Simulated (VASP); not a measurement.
# GaN in VASP: notebook, part 2 of 2

VASP 6.6.1. The steps go on from the part before.

## 4. Single point, PBE

This run uses another cell than the first one: it holds 32 atoms, not 4.

Input file INCAR:

```
PREC = Accurate
ENCUT = 520
EDIFF = 1E-7
ISMEAR = -1
SIGMA = 0.01
LREAL = Auto
LASPH = True
NELM = 60
ALGO = Normal
ISIF = 2
LWAVE = False
LCHARG = True
GGA = PE
LELF = True
LVHAR = True
NBANDS = 166
```

Input file KPOINTS:

```
Automatic mesh
0
Gamma
  1 1 1
  0.25 0.25 0.25
```

Input file POSCAR:

```
GaN
1.0
    6.4372426918      0.0000000000      0.0000000000
   -3.2186213459      5.5748157015      0.0000000000
    0.0000000000      0.0000000000     10.4870679887
Ga N
16 16
Direct
    0.3333333334      0.1666666666      0.2495684330
    0.1666666666      0.3333333334      0.4995684330
    0.3333333334      0.1666666666      0.7495684330
    0.1666666666      0.3333333334      0.9995684330
    0.3333333334      0.6666666666      0.2495684330
    0.1666666666      0.8333333333      0.4995684330
    0.3333333334      0.6666666666      0.7495684330
    0.1666666666      0.8333333333      0.9995684330
    0.8333333333      0.1666666666      0.2495684330
    0.6666666666      0.3333333334      0.4995684330
    0.8333333333      0.1666666666      0.7495684330
    0.6666666666      0.3333333334      0.9995684330
    0.8333333333      0.6666666666      0.2495684330
    0.6666666666      0.8333333333      0.4995684330
    0.8333333333      0.6666666666      0.7495684330
    0.6666666666      0.8333333333      0.9995684330
    0.3333333334      0.1666666666      0.4379315670
    0.1666666666      0.3333333334      0.1879315670
    0.3333333334      0.1666666666      0.9379315670
    0.1666666666      0.3333333334      0.6879315670
    0.3333333334      0.6666666666      0.4379315670
    0.1666666666      0.8333333333      0.1879315670
    0.3333333334      0.6666666666      0.9379315670
    0.1666666666      0.8333333333      0.6879315670
    0.8333333333      0.1666666666      0.4379315670
    0.6666666666      0.3333333334      0.1879315670
    0.8333333333      0.1666666666      0.9379315670
    0.6666666666      0.3333333334      0.6879315670
    0.8333333333      0.6666666666      0.4379315670
    0.6666666666      0.8333333333      0.1879315670
    0.8333333333      0.6666666666      0.9379315670
    0.6666666666      0.8333333333      0.6879315670
```

The run is started by

```sh
$ cat potpaw_PBE.64/Ga_d/POTCAR potpaw_PBE.64/N/POTCAR > POTCAR
$ mpirun -np 1 vasp_std > vasp.out
```

Wall time 3 min (1 thread of Intel Xeon Platinum 8259CL at 2.50GHz (Skylake/Cascade Lake), shared host); peak memory 0.44 GiB.

The run converged. Its results:

```yaml
Free_energy: -198.5118 eV
Pressure: -0.8 GPa
Largest_force: 0.061 eV/Å
Band_gap_on_the_k_mesh: 4.51 eV
```

Forces in eV/Å, atoms in the order of the input:
```
Ga   0.000  0.000 -0.061
Ga   0.000  0.000 -0.061
Ga   0.000  0.000 -0.061
Ga   0.000  0.000 -0.061
Ga   0.000  0.000 -0.061
Ga   0.000  0.000 -0.061
Ga   0.000  0.000 -0.061
Ga   0.000  0.000 -0.061
Ga   0.000  0.000 -0.061
Ga   0.000  0.000 -0.061
Ga   0.000  0.000 -0.061
Ga   0.000  0.000 -0.061
Ga   0.000  0.000 -0.061
Ga   0.000  0.000 -0.061
Ga   0.000  0.000 -0.061
Ga   0.000  0.000 -0.061
N    0.000  0.000  0.061
N    0.000  0.000  0.061
N    0.000  0.000  0.061
N    0.000  0.000  0.061
N    0.000  0.000  0.061
N    0.000  0.000  0.061
N    0.000  0.000  0.061
N    0.000  0.000  0.061
N    0.000  0.000  0.061
N    0.000  0.000  0.061
N    0.000  0.000  0.061
N    0.000  0.000  0.061
N    0.000  0.000  0.061
N    0.000  0.000  0.061
N    0.000  0.000  0.061
N    0.000  0.000  0.061
```

Stress tensor (GPa, compression positive):
```
-1.81  0.00  0.00
 0.00 -1.81  0.00
 0.00  0.00  1.26
```

Levels at points of the mesh, in eV from the valence-band top:
| k point | band 142 | band 143 | band 144 | band 145 | band 146 | band 147 |
| --- | --- | --- | --- | --- | --- | --- |
| (0.25, 0.25, 0.25) | -0.50 | -0.09 | 0.00 | 4.51 | 5.29 | 5.48 |

Caveat: the k points lie up to 1.13 Å⁻¹ apart; a shifted mesh leaves out Γ, where band edges can lie. A k mesh can miss the band edges.

## 5. Single point, PBE

This run uses another cell than the first one: it holds 32 atoms, not 4.

Input file INCAR:

```
SYSTEM = GaN
PREC = Accurate ; ENCUT = 520
EDIFF = 1E-6 ; ISMEAR = -1
SIGMA = 0.01 ; LREAL = Auto
LASPH = .True. ; NELM = 60
ALGO = Normal ; ISIF = 2
LWAVE = .False. ; LCHARG = .False.
GGA = PE ; NBANDS = 166
```

KPOINTS is that of step 4.

Input file POSCAR:

```
GaN
1.0
    6.4372426918      0.0000000000      0.0000000000
   -3.2186213459      5.5748157015      0.0000000000
    0.0000000000      0.0000000000     10.4870679887
Ga N
16 16
Direct
    0.3356473993      0.1662984317      0.2503486354
    0.1669441046      0.3349332536      0.5003825391
    0.3356669258      0.1663829407      0.7503808907
    0.1669924434      0.3349775388      1.0003914535
    0.3355961752      0.6662678797      0.2503980410
    0.1669118728      0.8349356555      0.5003662765
    0.3356227548      0.6662996940      0.7504160309
    0.1669115504      0.8349979729      1.0003928617
    0.8356312258      0.1663151119      0.2503264440
    0.6669644958      0.3350289336      0.5003574321
    0.8356350080      0.1663577303      0.7503800346
    0.6670004456      0.3349650996      1.0003810525
    0.8356231010      0.6663101474      0.2503538298
    0.6669864142      0.8350417608      0.5004048946
    0.8356612159      0.6663370121      0.7504105615
    0.6669622208      0.8349829531      1.0003824789
    0.3339724743      0.1681169865      0.4392452212
    0.1687878646      0.3333562557      0.1892662785
    0.3339617308      0.1681086646      0.9392713588
    0.1687985596      0.3333587999      0.6892817351
    0.3339631001      0.6680997576      0.4393282640
    0.1687765588      0.8333479943      0.1893171213
    0.3339193971      0.6681002035      0.9393493449
    0.1688012230      0.8333529161      0.6893104518
    0.8339325708      0.1680888577      0.4392486498
    0.6687649949      0.3333355618      0.1892556220
    0.8339376912      0.1680737302      0.9392774409
    0.6687865651      0.3333314568      0.6892607477
    0.8339423958      0.6681032269      0.4392988634
    0.6687605591      0.8333195810      0.1893154037
    0.8339184837      0.6680744839      0.9393335447
    0.6687735364      0.8333271774      0.6893372817
```

Potentials or basis: VASP PAW PBE potentials, release 64 (Ga_d, N).

The run is started by

```sh
$ cat potpaw_PBE.64/Ga_d/POTCAR potpaw_PBE.64/N/POTCAR > POTCAR
$ mpirun -np 1 vasp_std > vasp.out
```

OUTCAR:

```text
SYSTEM = GaN
   PREC = Accurate
   ENCUT = 520
   EDIFF = 1E-6
   ISMEAR = -1
   LREAL = Auto
   LASPH = .True.
   NELM = 60
   ISIF = 2
   GGA = PE

 ion  position               nearest neighbor table
   1  0.336  0.166  0.250-  22 1.96  26 1.96  18 1.97  17 1.98
   2  0.167  0.335  0.500-  25 1.96  21 1.96  17 1.97  20 1.98
   3  0.336  0.166  0.750-  24 1.96  28 1.96  20 1.97  19 1.98
   4  0.167  0.335  0.000-  27 1.96  23 1.96  19 1.97  18 1.98
   5  0.336  0.666  0.250-  18 1.96  30 1.96  22 1.97  21 1.98
   6  0.167  0.835  0.500-  29 1.96  17 1.96  21 1.97  24 1.98
[... 24 lines left out ...]
  31  0.834  0.668  0.939-   8 1.96  12 1.96  16 1.97  15 1.98
  32  0.669  0.833  0.689-  11 1.96   7 1.96  15 1.97  14 1.98

  LATTYP: Found a hexagonal cell.
 ALAT       =     6.4372426918
 C/A-ratio  =     1.6291242215

  Lattice vectors:

 A1 = (   6.4372426918,   0.0000000000,   0.0000000000)
 A2 = (  -3.2186213459,   5.5748157015,   0.0000000000)
 A3 = (   0.0000000000,   0.0000000000,  10.4870679887)

Analysis of symmetry for initial positions (statically):
=====================================================================
 Subroutine PRICEL returns:
 Original cell was already a primitive cell.

 Routine SETGRP: Setting up the symmetry group for a
 hexagonal supercell.

 Subroutine GETGRP returns: Found  1 space group operations
 (whereof  1 operations were pure point group operations)
 out of a pool of 24 trial point group operations.

The static configuration has the point symmetry C_1 .

Analysis of symmetry for dynamics (positions and initial velocities):
=====================================================================
 Subroutine PRICEL returns:
 Original cell was already a primitive cell.

 Routine SETGRP: Setting up the symmetry group for a
 hexagonal supercell.

 Subroutine GETGRP returns: Found  1 space group operations
 (whereof  1 operations were pure point group operations)
 out of a pool of 24 trial point group operations.

The dynamic configuration has the point symmetry C_1 .

 Subroutine INISYM returns: Found  1 space group operations
 (whereof  1 operations are pure point group operations),
 and found     1 'primitive' translations

----------------------------------------------------------------------------------------

                                     Primitive cell

  volume of cell :     376.3436

  direct lattice vectors                    reciprocal lattice vectors
     6.437242692  0.000000000  0.000000000     0.155346015  0.089689064  0.000000000
    -3.218621346  5.574815702  0.000000000     0.000000000  0.179378127  0.000000000
     0.000000000  0.000000000 10.487067989     0.000000000  0.000000000  0.095355537

  length of vectors
     6.437242692  6.437242692 10.487067989     0.179378127  0.179378127  0.095355537

  position of ions in fractional coordinates (direct lattice)
     0.335647399  0.166298432  0.250348635
     0.166944105  0.334933254  0.500382539
     0.335666926  0.166382941  0.750380891
     0.166992443  0.334977539  0.000391454
     0.335596175  0.666267880  0.250398041
     0.166911873  0.834935655  0.500366277
[... 24 lines left out ...]
     0.833918484  0.668074484  0.939333545
[... 61 lines left out ...]
 Found      6 irreducible k-points:

 Following reciprocal coordinates:
            Coordinates               Weight
  0.250000  0.250000  0.250000      2.000000
 -0.250000  0.500000  0.250000      2.000000
  0.500000  0.250000  0.250000      2.000000
 -0.250000 -0.250000  0.250000      2.000000
  0.250000  0.500000  0.250000      2.000000
  0.500000 -0.250000  0.250000      2.000000
   k-points           NKPTS =      6   k-points in BZ     NKDIM =      6   number of bands    NBANDS=    166
   number of dos      NEDOS =    301   number of ions     NIONS =     32
   total plane-waves  NPLWV = 184320
   dimension x,y,z NGX =    48 NGY =   48 NGZ =   80
   dimension x,y,z NGXF=    96 NGYF=   96 NGZF=  160
   ions per type =              16  16
   NGX,Y,Z   is equivalent  to a cutoff of  12.40, 12.40, 12.68 a.u.
   NGXF,Y,Z  is equivalent  to a cutoff of  24.79, 24.79, 25.36 a.u.
 SYSTEM =  GaN
   PREC   = accura    normal or accurate (medium, high low for compatibility)
   ISTART =      0    job   : 0-new  1-cont  2-samecut
   ICHARG =      2    charge: 1-file 2-atom 10-const
   ISPIN  =      1    spin polarized calculation?
   LNONCOLLINEAR =      F non collinear calculations
   LSORBIT =      F    spin-orbit coupling
   LASPH  =      T    aspherical Exc in radial PAW
   ENCUT  =  520.0 eV  38.22 Ry    6.18 a.u.  11.97 11.97 19.50*2*pi/ulx,y,z
   NELM   =     60;   NELMIN=  2; NELMDL= -5     # of ELM steps
   EDIFF  = 0.1E-05   stopping-criterion for ELM
   LREAL  =      T    real-space projection
   EDIFFG = 0.1E-04   stopping-criterion for IOM
   NSW    =      0    number of steps for IOM
   IBRION =     -1    ionic relax: 0-MD 1-quasi-New 2-CG
   NFREE  =      0    steps in history (QN), initial steepest desc. (CG)
   ISIF   =      2    stress and relaxation
   ISYM   =      2    0-nonsym 1-usesym 2-fastsym
   POTIM  = 0.5000    time-step for ionic-motion
   TEBEG  =    0.0;   TEEND  =   0.0 temperature during run
   PSTRESS=    0.0 pullay stress
   NELECT =     288.0000    total number of electrons
   NUPDOWN=      -1.0000    fix difference up-down
   EMIN   =  10.00;   EMAX   =-10.00  energy-range for DOS
   EFERMI =   0.00;   METHOD = LEGACY
   ISMEAR =    -1;   SIGMA  =   0.01  broadening in eV -4-tet -1-fermi 0-gaus
   EFERMI_NEDOS =   21; number of points for ismear=-14 and -15
   IALGO  =     38    algorithm
   IMIX   =      4    mixing-type and parameters
     AMIX     =   0.40;   BMIX     =  1.00
     AMIX_MAG =   1.60;   BMIX_MAG =  1.00
  volume/ion in A,a.u.               =      11.76        79.37
  Fermi-wavevector in a.u.,A,eV,Ry     =   1.497422  2.829717 30.507965  2.242272
  Thomas-Fermi vector in A             =   2.609312
   LORBIT       =      0    0 simple, 1 ext, 2 COOP (PROOUT), +10 PAW based schemes
   GGA     = PE    functional components
   LHFCALC =     F    Hartree Fock is set to
   AEXX    =    0.0000 exact exchange contribution
   IVDW    =     0    specifies the selected vdW correction
   LEPSILON=     F    determine dielectric tensor
   LRPA    =     F    only Hartree local field effects (RPA)
 non-spin polarized calculation
  energy-cutoff  :      520.00
  volume of cell :      376.34
 maximum number of plane-waves:     10144
   NGX = 23   NGY = 23   NGZ = 39

 number of electron     287.9999784 magnetization

 Free energy of the ion-electron system (eV)
  ---------------------------------------------------
  ext. energy  EPLUGINS =         0.00000000
  ---------------------------------------------------
  free energy    TOTEN  =      -198.50927952 eV

  energy without entropy =     -198.50927952  energy(sigma->0) =     -198.50927952

 E-fermi :   4.6998     XC(G=0): -11.5303

 val. band max:        4.4174233961   @ k =   0.2500   0.2500   0.2500
 cond. band min:       8.9097996372   @ k =  -0.2500   0.5000   0.2500
 fundamental gap:      4.4923762411
 Fermi energy:         4.6997926308

 k-point     1 :       0.2500    0.2500    0.2500
  band No.  band energies     occupation
      1     -10.3790      2.00000
      2     -10.1664      2.00000
      3     -10.0947      2.00000
      4     -10.0943      2.00000
      5      -9.9652      2.00000
      6      -9.9649      2.00000
[... 943 lines left out ...]
    155      10.8258      0.00000
    156      10.9630      0.00000
 [bands above 156 left out]

------------------------ aborting loop because EDIFF is reached ----------------------------------------

  FORCE on cell =-STRESS in cart. coord.  units (eV):
  Direction    XX          YY          ZZ          XY          YZ          ZX
  --------------------------------------------------------------------------------------
  -------------------------------------------------------------------------------------
  Total       -4.0268204     -3.8594265      2.1593319      0.1217612      0.0244616      0.0206045
  in kB      -17.1430607    -16.4304279      9.1927511      0.5183644      0.1041384      0.0877178
  external PRESSURE =      -8.1269125 kB  Pullay stress =       0.0000000 kB

 VOLUME and BASIS-vectors are now :
 -----------------------------------------------------------------------------
  energy-cutoff  :      520.00
  volume of cell :      376.34
      direct lattice vectors                 reciprocal lattice vectors
     6.437242692  0.000000000  0.000000000     0.155346015  0.089689064  0.000000000
    -3.218621346  5.574815702  0.000000000     0.000000000  0.179378127  0.000000000
     0.000000000  0.000000000 10.487067989     0.000000000  0.000000000  0.095355537

 POSITION                                       TOTAL-FORCE (eV/Angst)
 -----------------------------------------------------------------------------------
      1.62539      0.92708      2.62542        -0.050873      0.036548      0.002729
     -0.00336      1.86719      5.24755         0.052611     -0.022686     -0.004966
      1.62525      0.92755      7.86930        -0.047198      0.029640     -0.002878
     -0.00319      1.86744      0.00411         0.050556     -0.025182     -0.005167
      0.01585      3.71432      2.62594        -0.046818      0.038236      0.001428
     -1.61289      4.65461      5.24738         0.056737     -0.020257      0.001450
[... 24 lines left out ...]
      3.21786      3.72439      9.85085        -0.002576     -0.001939     -0.003760
      1.62289      4.64565      7.22913        -0.001191     -0.004153     -0.002070
 -----------------------------------------------------------------------------------
    total drift:                                0.008973     -0.008231     -0.043958

  FREE ENERGIE OF THE ION-ELECTRON SYSTEM (eV)
  ---------------------------------------------------
  free  energy   TOTEN  =      -198.5092795205 eV

  energy  without entropy=     -198.5092795205  energy(sigma->0) =     -198.50927952
```

Wall time 15 min (1 thread of Intel Xeon Platinum 8259CL at 2.50GHz (Skylake/Cascade Lake), shared host); peak memory 0.56 GiB.

What came out:

| Property | Result |
| --- | --- |
| Free energy | -198.5093 eV |
| Pressure | -0.8 GPa |
| Largest force | 0.063 eV/Å |
| Band gap on the k mesh | 4.49 eV |

Forces on the atoms (eV/Å):
```
Ga  -0.051  0.037  0.003
Ga   0.053 -0.023 -0.005
Ga  -0.047  0.030 -0.003
Ga   0.051 -0.025 -0.005
Ga  -0.047  0.038  0.001
Ga   0.057 -0.020  0.001
Ga  -0.049  0.037 -0.002
Ga   0.058 -0.025 -0.001
Ga  -0.048  0.034  0.005
Ga   0.055 -0.030 -0.002
Ga  -0.046  0.031 -0.002
Ga   0.049 -0.027 -0.004
Ga  -0.049  0.035  0.005
Ga   0.053 -0.029 -0.002
Ga  -0.048  0.033 -0.004
Ga   0.050 -0.027  0.001
N   -0.005 -0.006  0.006
N   -0.001 -0.010  0.004
N   -0.003 -0.003  0.005
N   -0.004 -0.008  0.004
N   -0.004 -0.005 -0.003
N   -0.001 -0.009 -0.003
N   -0.003 -0.002 -0.005
N   -0.003 -0.006  0.000
N   -0.003  0.001  0.005
N    0.000 -0.006  0.005
N   -0.001  0.000  0.004
N   -0.003 -0.002  0.006
N   -0.005 -0.001 -0.003
N   -0.003 -0.006 -0.004
N   -0.003 -0.002 -0.004
N   -0.001 -0.004 -0.002
```

Stress tensor (GPa, compression positive):
```
-1.71  0.05  0.01
 0.05 -1.64  0.01
 0.01  0.01  0.92
```

Caveat: the k points lie up to 0.56 Å⁻¹ apart; a shifted mesh leaves out Γ, where band edges can lie.

## 6. The runs side by side

| cell | k mesh | smearing | gap on the mesh (eV) | pressure (GPa) | largest force (eV/Å) |
| --- | --- | --- | --- | --- | --- |
| a = 3.219, b = 3.219, c = 5.244 Å, angles 90.0, 90.0, 120.0°, 4 atoms, atomic positions A | 10 × 10 × 6 | gaussian 0.01 eV | 1.71 | 0.1 | - |
| a = 3.219, b = 3.219, c = 5.244 Å, angles 90.0, 90.0, 120.0°, 4 atoms, atomic positions A | 10 × 10 × 6 | fermi-dirac 0.01 eV | 1.71 | 0.1 | - |
| a = 6.437, b = 6.437, c = 10.487 Å, angles 90.0, 90.0, 120.0°, 32 atoms, atomic positions B | 1 × 1 × 1, shifted | fermi-dirac 0.01 eV | 4.51 | -0.8 | 0.06 |
| a = 6.437, b = 6.437, c = 10.487 Å, angles 90.0, 90.0, 120.0°, 32 atoms, atomic positions C | 1 × 1 × 1, shifted | fermi-dirac 0.01 eV | 4.49 | -0.8 | 0.06 |

Alike in all rows: task single point; level PBE; potentials or basis VASP PAW PBE potentials, release 64 (Ga_d, N); no spin polarisation; cutoff (eV) 520.

Caveats: some runs use coarse meshes; a shifted mesh leaves out Γ, where band edges can lie (at least some runs).

Total energies depend on the potentials used, so only differences within one code and one set of settings carry meaning.
